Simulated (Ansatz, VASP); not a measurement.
## BaS in VASP and in Ansatz

```
Ba S
1.0
     5.38132    0.00000    0.00000
    -2.69066    4.66036    0.00000
     0.00000    0.00000    6.38418
Ba S
2 2
Direct
  0.33333 0.66667 0.43655
  0.66667 0.33333 0.93655
  0.33333 0.66667 0.93658
  0.66667 0.33333 0.43658
```

Alike in both runs: task relaxation of cell and atoms; functional PBE; k mesh 6 × 6 × 4; occupations gaussian, width 0.02 eV; no spin polarisation.

|  | VASP | Ansatz |
| --- | --- | --- |
| version | VASP 6.6.1 | Ansatz 0.2.0 |
| potentials or method | VASP PAW PBE potentials, release 64 (Ba_sv, S), cutoff 600 eV | scalar-relativistic, plane waves, PAW |
| valence electrons in the cell | 32 | 32 |

Ansatz gave:

* gap on the k mesh at the Fermi level, each at its own relaxed structure (eV): 2.56
* relaxed volume (Å³/atom): 40.03
* relaxed cell length with the largest relative difference (Å): 6.384

Q: What did VASP give for the same quantities?

A: gap on the k mesh at the Fermi level, each at its own relaxed structure (eV): 2.49; relaxed volume (Å³/atom): 40.58; relaxed cell length with the largest relative difference (Å): 6.417.

Neither program's run includes spin-orbit coupling.
